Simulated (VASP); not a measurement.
Write the native input for VASP 6.6.1 that does the following.

```yaml
Task: single point
Functional: LDA
Potentials_or_basis: VASP PAW LDA potentials, release 64 (Ge_d, C, N)
Cutoff: 520 eV
k_mesh: 9 × 9 × 9
Occupations: gaussian, width 0.02 eV
Spin: no spin polarisation
Dipole_correction: no
Further_INCAR_settings: ALGO = Normal; EDIFF = 1e-06; NBANDS = 22
```

The structure of GeCN2 lies in POSCAR:

```
GeCN2
1.0
    1.8206972252      1.0511800331      4.8481278542
   -1.8206972252      1.0511800331      4.8481278542
    0.0000000000     -2.1023600663      4.8481278542
Ge C N
1 1 2
Direct
    0.0000000000      0.0000000000      0.0000000000
    0.5000000000      0.5000000000      0.5000000000
    0.4304619740      0.4304619740      0.4304619740
    0.5695380260      0.5695380260      0.5695380260
```

This cell differs from its parent crystal: functional LDA, strained.

One way to write it, as run:

INCAR

```
ALGO     = Normal         # electronic algorithm
EDIFF    = 1E-6           # SCF threshold, eV
ENCUT    = 520            # plane-wave cutoff, eV
GGA      = CA             # functional
ISIF     = 2              # what is computed and relaxed
ISMEAR   = 0              # smearing method
LASPH    = True           # aspherical terms in the spheres
LCHARG   = False          # write CHGCAR
LREAL    = False          # projectors in reciprocal space
LWAVE    = False          # write WAVECAR
NBANDS   = 22             # bands
NELM     = 100            # most SCF steps
PREC     = Accurate       # precision mode
SIGMA    = 0.02           # smearing width, eV
```

KPOINTS

```
k-points
0
Gamma
  9 9 9
```

Potentials or basis: VASP PAW LDA potentials, release 64 (Ge_d, C, N).

The run is started by

```console
$ cat potpaw_LDA.64/Ge_d/POTCAR potpaw_LDA.64/C/POTCAR potpaw_LDA.64/N/POTCAR > POTCAR
$ mpirun -np 1 vasp_std > vasp.out
```

It gave:

| Property | Result |
| --- | --- |
| Pressure | 64.3 GPa |
| Largest force | 39.193 eV/Å |
| Band gap on the k mesh | 1.61 eV, indirect (least direct gap 2.03 eV) |

Caveat: the cell differs from its parent crystal (functional LDA, strained); forces of over 1 eV/Å act on the atoms, so gaps and moduli don't describe the material at rest.

It took 71 s on 1 thread of Intel(R) Xeon(R) 6975P-C (Granite Rapids) (shared host), peak memory 0.26 GiB.
